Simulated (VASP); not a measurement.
# TePb (Fm-3m) in VASP: notebook

The runs below take TePb through density of states, elastic constants, vibrations by perturbation theory, with LDA, PBE.

All numbers are computed with VASP 6.6.1; they aren't measurements. Logs are shortened: lines on timing, memory, paths and dates and some standing lists are left out, and cuts for length are marked.

**1. The cell of the first run**

The structure is cubic, space group Fm-3m (No. 225). Conventional cell: a = 6.462 Å, b = 6.462 Å, c = 6.462 Å, α = 90.00°, β = 90.00°, γ = 90.00°. Within 4.3 Å of Pb (site symmetry m-3m) lie 6 Te at 3.23 Å. Te (site symmetry m-3m) has 6 Pb at 3.23 Å within 4.3 Å.

**2. Density of states, LDA, collinear spin, ferromagnetic start**

POSCAR reads:

```
TePb
1.0
    0.0000000000      3.2310000000      3.2310000000
    3.2310000000      0.0000000000      3.2310000000
    3.2310000000      3.2310000000      0.0000000000
Pb Te
1 1
Direct
    0.0000000000      0.0000000000      0.0000000000
    0.5000000000      0.5000000000      0.5000000000
```

INCAR.step1 reads:

```
PREC = Accurate ; ENCUT = 520
EDIFF = 1E-6 ; ISMEAR = -1
SIGMA = 0.025 ; LREAL = False
LASPH = True ; NELM = 150
ALGO = Normal ; ISIF = 2
LWAVE = False ; LCHARG = True
ISPIN = 2 ; MAGMOM = 0.5 0
NBANDS = 21
```

KPOINTS.step1 reads:

```
regular mesh
0
Gamma
  7 7 7
```

INCAR.step2 reads:

```
PREC = Accurate ; ENCUT = 520
EDIFF = 1E-6 ; ISMEAR = -5
SIGMA = 0.025 ; LREAL = False
LASPH = True ; NELM = 150
ALGO = Normal ; ISIF = 2
LWAVE = False ; LCHARG = False
ISPIN = 2 ; MAGMOM = 0.5 0
LORBIT = 10 ; NBANDS = 21
NEDOS = 2001 ; ICHARG = 11
```

KPOINTS.step2 reads:

```
regular mesh
0
Gamma
  11 11 11
```

Potentials or basis: VASP PAW LDA potentials, release 64 (Pb_d, Te).

Run with:

```bash
cat potpaw_LDA.64/Pb_d/POTCAR potpaw_LDA.64/Te/POTCAR > POTCAR
cp INCAR.step1 INCAR
cp KPOINTS.step1 KPOINTS
mpirun -np 1 vasp_std > vasp.out
cp INCAR.step2 INCAR
cp KPOINTS.step2 KPOINTS
mpirun -np 1 vasp_std > vasp.out
```

OUTCAR:

```text
PREC = Accurate
   ENCUT = 520
   EDIFF = 1E-6
   ISMEAR = -5
   LREAL = False
   LASPH = True
   NELM = 150
   ISIF = 2
   ISPIN = 2
   LORBIT = 10
   ICHARG = 11

 ion  position               nearest neighbor table
   1  0.000  0.000  0.000-   2 3.23   2 3.23   2 3.23   2 3.23   2 3.23   2 3.23
   2  0.500  0.500  0.500-   1 3.23   1 3.23   1 3.23   1 3.23   1 3.23   1 3.23

  LATTYP: Found a face centered cubic cell.
 ALAT       =     6.4620000000

  Lattice vectors:

 A1 = (   0.0000000000,   3.2310000000,   3.2310000000)
 A2 = (   3.2310000000,   0.0000000000,   3.2310000000)
 A3 = (   3.2310000000,   3.2310000000,   0.0000000000)

Analysis of symmetry for initial positions (statically):
=====================================================================
 Subroutine PRICEL returns:
 Original cell was already a primitive cell.

 Routine SETGRP: Setting up the symmetry group for a
 face centered cubic supercell.

 Subroutine GETGRP returns: Found 48 space group operations
[... 9 lines left out ...]

 Routine SETGRP: Setting up the symmetry group for a
 face centered cubic supercell.

 Subroutine GETGRP returns: Found 48 space group operations
 (whereof 48 operations were pure point group operations)
 out of a pool of 48 trial point group operations.

The dynamic configuration has the point symmetry O_h .

Analysis of structural, dynamic, and magnetic symmetry:
=====================================================================
 Subroutine PRICEL returns:
 Original cell was already a primitive cell.

 Routine SETGRP: Setting up the symmetry group for a
 face centered cubic supercell.

 Subroutine GETGRP returns: Found 48 space group operations
 (whereof 48 operations were pure point group operations)
 out of a pool of 48 trial point group operations.

The overall configuration has the point symmetry O_h .

 Subroutine INISYM returns: Found 48 space group operations
[... 5 lines left out ...]
                                     Primitive cell

  volume of cell :      67.4592

  direct lattice vectors                    reciprocal lattice vectors
     0.000000000  3.231000000  3.231000000    -0.154750851  0.154750851  0.154750851
     3.231000000  0.000000000  3.231000000     0.154750851 -0.154750851  0.154750851
     3.231000000  3.231000000  0.000000000     0.154750851  0.154750851 -0.154750851

  length of vectors
     4.569324020  4.569324020  4.569324020     0.268036337  0.268036337  0.268036337

  position of ions in fractional coordinates (direct lattice)
     0.000000000  0.000000000  0.000000000
     0.500000000  0.500000000  0.500000000

  ion indices of the primitive-cell ions
   primitive index   ion index
                 1           1
                 2           2

----------------------------------------------------------------------------------------

 KPOINTS: regular mesh

Automatic generation of k-mesh.
 Grid dimensions read from file:
 generate k-points for:   11   11   11

 Generating k-lattice:

  Cartesian coordinates                     Fractional coordinates (reciprocal lattice)
    -0.014068259  0.014068259  0.014068259     0.090909091  0.000000000  0.000000000
     0.014068259 -0.014068259  0.014068259     0.000000000  0.090909091  0.000000000
     0.014068259  0.014068259 -0.014068259     0.000000000  0.000000000  0.090909091

  Length of vectors
     0.024366940  0.024366940  0.024366940

  Shift w.r.t. Gamma in fractional coordinates (k-lattice)
     0.000000000  0.000000000  0.000000000

 TETIRR: Found    201 inequivalent tetrahedra from     7986

 Subroutine IBZKPT returns following result:
 ===========================================

 Found     56 irreducible k-points:

 Following reciprocal coordinates:
            Coordinates               Weight
  0.000000  0.000000  0.000000      1.000000
  0.090909  0.000000  0.000000      8.000000
  0.181818  0.000000  0.000000      8.000000
  0.272727  0.000000  0.000000      8.000000
  0.363636  0.000000  0.000000      8.000000
  0.454545  0.000000  0.000000      8.000000
[... 16 lines left out ...]
 -0.272727  0.181818  0.000000     24.000000
 -0.181818  0.181818  0.000000     12.000000
 [... further k-points ...]
   k-points           NKPTS =     56   k-points in BZ     NKDIM =     56   number of bands    NBANDS=     21
   number of dos      NEDOS =   2001   number of ions     NIONS =      2
   total plane-waves  NPLWV =  46656
   dimension x,y,z NGX =    36 NGY =   36 NGZ =   36
   dimension x,y,z NGXF=    72 NGYF=   72 NGZF=   72
   ions per type =               1   1
   NGX,Y,Z   is equivalent  to a cutoff of  13.10, 13.10, 13.10 a.u.
   NGXF,Y,Z  is equivalent  to a cutoff of  26.20, 26.20, 26.20 a.u.
 SYSTEM =  unknown system
   PREC   = accura    normal or accurate (medium, high low for compatibility)
   ISTART =      0    job   : 0-new  1-cont  2-samecut
   ICHARG =     11    charge: 1-file 2-atom 10-const
   ISPIN  =      2    spin polarized calculation?
   LNONCOLLINEAR =      F non collinear calculations
   LSORBIT =      F    spin-orbit coupling
   LASPH  =      T    aspherical Exc in radial PAW
   ENCUT  =  520.0 eV  38.22 Ry    6.18 a.u.   8.50  8.50  8.50*2*pi/ulx,y,z
   NELM   =    150;   NELMIN=  2; NELMDL=  0     # of ELM steps
   EDIFF  = 0.1E-05   stopping-criterion for ELM
   LREAL  =      F    real-space projection
   EDIFFG = 0.1E-04   stopping-criterion for IOM
   NSW    =      0    number of steps for IOM
   IBRION =     -1    ionic relax: 0-MD 1-quasi-New 2-CG
   NFREE  =      0    steps in history (QN), initial steepest desc. (CG)
   ISIF   =      2    stress and relaxation
   ISYM   =      2    0-nonsym 1-usesym 2-fastsym
   POTIM  = 0.5000    time-step for ionic-motion
   TEBEG  =    0.0;   TEEND  =   0.0 temperature during run
   PSTRESS=    0.0 pullay stress
   NELECT =      20.0000    total number of electrons
   NUPDOWN=      -1.0000    fix difference up-down
   EMIN   =  10.00;   EMAX   =-10.00  energy-range for DOS
   EFERMI =   0.00;   METHOD = LEGACY
   ISMEAR =    -5;   SIGMA  =   0.03  broadening in eV -4-tet -1-fermi 0-gaus
   EFERMI_NEDOS =   21; number of points for ismear=-14 and -15
   IALGO  =     38    algorithm
   IMIX   =      4    mixing-type and parameters
     AMIX     =   0.40;   BMIX     =  1.00
     AMIX_MAG =   1.60;   BMIX_MAG =  1.00
  volume/ion in A,a.u.               =      33.73       227.62
  Fermi-wavevector in a.u.,A,eV,Ry     =   1.091619  2.062861 16.213147  1.191633
  Thomas-Fermi vector in A             =   2.227868
   LORBIT       =     10    0 simple, 1 ext, 2 COOP (PROOUT), +10 PAW based schemes
   GGA     = CA    functional components
   LHFCALC =     F    Hartree Fock is set to
   AEXX    =    0.0000 exact exchange contribution
   IVDW    =     0    specifies the selected vdW correction
   LEPSILON=     F    determine dielectric tensor
   LRPA    =     F    only Hartree local field effects (RPA)
 spin polarized calculation
 Fermi weights with tetrahedron method with Bloechl corrections
  energy-cutoff  :      520.00
  volume of cell :       67.46
 maximum number of plane-waves:      1839
 NGX is ok and might be reduce to    36

 number of electron      20.0000003 magnetization       0.0000402

 Free energy of the ion-electron system (eV)
  ---------------------------------------------------
  ext. energy  EPLUGINS =         0.00000000
  ---------------------------------------------------
  free energy    TOTEN  =        -8.76286210 eV

  energy without entropy =       -8.76286210  energy(sigma->0) =       -8.76286210

 E-fermi :   5.3602     XC(G=0):  -9.5750

 val. band max:        5.3579672883   @ k =   0.4545   0.0000   0.0000
 cond. band min:       6.1273623695   @ k =   0.4545   0.0000   0.0000
 fundamental gap:      0.7693950813
 Fermi energy:         5.3602467277

 spin component 1

 k-point     1 :       0.0000    0.0000    0.0000
  band No.  band energies     occupation
      1     -11.2556      1.00000
      2     -11.2556      1.00000
      3     -11.2380      1.00000
      4     -11.2380      1.00000
      5     -11.2380      1.00000
      6      -6.6420      1.00000
[... 13 lines left out ...]
     20      13.4023      0.00000
     21      23.8563      0.00000

 k-point     2 :       0.0909    0.0000    0.0000
  band No.  band energies     occupation
      1     -11.2565      1.00000
      2     -11.2565      1.00000
      3     -11.2378      1.00000
      4     -11.2369      1.00000
      5     -11.2369      1.00000
      6      -6.5710      1.00000
[... 13 lines left out ...]
     20      13.8632      0.00000
     21      22.8071      0.00000

 k-point     3 :       0.1818    0.0000    0.0000
  band No.  band energies     occupation
      1     -11.2593      1.00000
      2     -11.2593      1.00000
      3     -11.2372      1.00000
      4     -11.2336      1.00000
      5     -11.2336      1.00000
      6      -6.3619      1.00000
[... 13 lines left out ...]
     20      14.9678      0.00000
     21      21.0277      0.00000
[... 457 lines left out ...]
 k-point    23 :      -0.2727    0.1818    0.0000
  band No.  band energies     occupation
      1     -11.2705      1.00000
      2     -11.2672      1.00000
      3     -11.2335      1.00000
      4     -11.2258      1.00000
      5     -11.2250      1.00000
      6      -5.5548      1.00000
[... 13 lines left out ...]
     20      19.1062      0.00000
     21      19.5540      0.00000

 k-point    24 :      -0.1818    0.1818    0.0000
  band No.  band energies     occupation
      1     -11.2660      1.00000
      2     -11.2640      1.00000
      3     -11.2357      1.00000
      4     -11.2299      1.00000
      5     -11.2266      1.00000
      6      -5.9226      1.00000
[... 13 lines left out ...]
     20      17.6437      0.00000
     21      18.7178      0.00000

 [... further k-points ...]

 spin component 2

 k-point     1 :       0.0000    0.0000    0.0000
  band No.  band energies     occupation
      1     -11.2557      1.00000
      2     -11.2557      1.00000
      3     -11.2382      1.00000
      4     -11.2382      1.00000
      5     -11.2382      1.00000
      6      -6.6420      1.00000
[... 13 lines left out ...]
     20      13.4023      0.00000
     21      23.8567      0.00000

 k-point     2 :       0.0909    0.0000    0.0000
  band No.  band energies     occupation
      1     -11.2566      1.00000
      2     -11.2566      1.00000
      3     -11.2379      1.00000
      4     -11.2371      1.00000
      5     -11.2371      1.00000
      6      -6.5710      1.00000
[... 13 lines left out ...]
     20      13.8632      0.00000
     21      22.8087      0.00000

 k-point     3 :       0.1818    0.0000    0.0000
  band No.  band energies     occupation
      1     -11.2595      1.00000
      2     -11.2595      1.00000
      3     -11.2374      1.00000
      4     -11.2337      1.00000
      5     -11.2337      1.00000
      6      -6.3619      1.00000
[... 13 lines left out ...]
     20      14.9678      0.00000
     21      21.0277      0.00000
[... 457 lines left out ...]
 k-point    23 :      -0.2727    0.1818    0.0000
  band No.  band energies     occupation
      1     -11.2706      1.00000
      2     -11.2673      1.00000
      3     -11.2336      1.00000
      4     -11.2259      1.00000
      5     -11.2251      1.00000
      6      -5.5548      1.00000
[... 13 lines left out ...]
     20      19.1062      0.00000
     21      19.5382      0.00000

 k-point    24 :      -0.1818    0.1818    0.0000
  band No.  band energies     occupation
      1     -11.2661      1.00000
      2     -11.2641      1.00000
      3     -11.2358      1.00000
      4     -11.2300      1.00000
      5     -11.2268      1.00000
      6      -5.9226      1.00000
[... 13 lines left out ...]
     20      17.6437      0.00000
     21      18.7178      0.00000

 [... further k-points ...]

------------------------ aborting loop because EDIFF is reached ----------------------------------------

  FORCE on cell =-STRESS in cart. coord.  units (eV):
  Direction    XX          YY          ZZ          XY          YZ          ZX
  --------------------------------------------------------------------------------------
  -------------------------------------------------------------------------------------
  Total       -0.6896114     -0.6896114     -0.6896114      0.0000000      0.0000000      0.0000000
  in kB      -16.3785012    -16.3785012    -16.3785012      0.0000000      0.0000000      0.0000000
  external PRESSURE =     -16.3785012 kB  Pullay stress =       0.0000000 kB

 VOLUME and BASIS-vectors are now :
 -----------------------------------------------------------------------------
  energy-cutoff  :      520.00
  volume of cell :       67.46
      direct lattice vectors                 reciprocal lattice vectors
     0.000000000  3.231000000  3.231000000    -0.154750851  0.154750851  0.154750851
     3.231000000  0.000000000  3.231000000     0.154750851 -0.154750851  0.154750851
     3.231000000  3.231000000  0.000000000     0.154750851  0.154750851 -0.154750851

 POSITION                                       TOTAL-FORCE (eV/Angst)
 -----------------------------------------------------------------------------------
      0.00000      0.00000      0.00000        -0.000000     -0.000000     -0.000000
      3.23100      3.23100      3.23100         0.000000      0.000000      0.000000
 -----------------------------------------------------------------------------------
    total drift:                               -0.000000      0.000000      0.000000

  FREE ENERGIE OF THE ION-ELECTRON SYSTEM (eV)
  ---------------------------------------------------
  free  energy   TOTEN  =        -8.7628620983 eV

  energy  without entropy=       -8.7628620983  energy(sigma->0) =       -8.76286210

 total charge

# of ion       s       p       d       tot
------------------------------------------
    1        1.456   0.596   9.828  11.880
    2        1.382   1.994   0.019   3.396
--------------------------------------------------
tot          2.838   2.590   9.847  15.276

 magnetization (x)

# of ion       s       p       d       tot
------------------------------------------
    1       -0.000   0.000   0.000  -0.000
    2       -0.000   0.000   0.000  -0.000
--------------------------------------------------
tot         -0.000   0.000   0.000  -0.000
```

Wall time 2.1 min (1 thread of Intel Xeon Platinum 8488C (Sapphire Rapids), shared host); peak memory 0.26 GiB.

Results:

| Property | Result |
| --- | --- |
| Net moment | 0.00 μB per cell |
| Valence electrons inside the program's atomic spheres | Pb 11.88; Te 3.40 |

Caveat: this odd mesh misses L, where the gap lies, so gap, dielectric constants and Born charges aren't listed; spin-orbit coupling is left out, which moves the levels of the heavy elements.

**3. Elastic constants, PBE**

INCAR reads:

```
PREC = Accurate ; ENCUT = 600
EDIFF = 1E-8 ; ISMEAR = -1
SIGMA = 0.05 ; LREAL = False
LASPH = True ; NELM = 100
ALGO = Normal ; ISIF = 3
LWAVE = False ; LCHARG = False
GGA = PE ; NBANDS = 17
IBRION = 6 ; NFREE = 2
POTIM = 0.015 ; NSW = 1
```

KPOINTS reads:

```
regular mesh
0
Gamma
  5 5 5
```

POSCAR is that of step 2.

Potentials or basis: VASP PAW PBE potentials, release 64 (Pb_d, Te).

Run with:

```bash
cat potpaw_PBE.64/Pb_d/POTCAR potpaw_PBE.64/Te/POTCAR > POTCAR
mpirun -np 1 vasp_std > vasp.out
```

It took 10 min on 1 thread of Intel Xeon Platinum 8259CL at 2.50GHz (Skylake/Cascade Lake), shared host; peak memory 0.29 GiB.

Results (log left out):

```yaml
Elastic_constants_C11_C12_C44: 128, 5, 14 GPa
Voigt_bulk_modulus: 46 GPa
Highest_phonon_frequency_at_Γ_LO-TO_splitting_left_out: 35 cm⁻¹
```

Phonon frequencies in cm⁻¹ (negative: imaginary):
```csv
q point,frequencies
"(0.000, 0.000, 0.000)",0 0 0 35 35 35
```

Elastic tensor in Voigt notation (GPa, in the Cartesian axes of the cell as first typed):
```
128   5   5   0   0   0
  5 128   5   0   0   0
  5   5 128   0   0   0
  0   0   0  14   0   0
  0   0   0   0  14   0
  0   0   0   0   0  14
```

Clamped-ion elastic tensor (GPa):
```
128   5   5   0   0   0
  5 128   5   0   0   0
  5   5 128   0   0   0
  0   0   0  14   0   0
  0   0   0   0  14   0
  0   0   0   0   0  14
```

Caveat: the cell is under stress, which shifts elastic constants; this odd mesh misses L, where the gap lies, so gap, dielectric constants and Born charges aren't listed; spin-orbit coupling is left out, which moves the levels of the heavy elements.

(Part 1 of 3 ends here.)
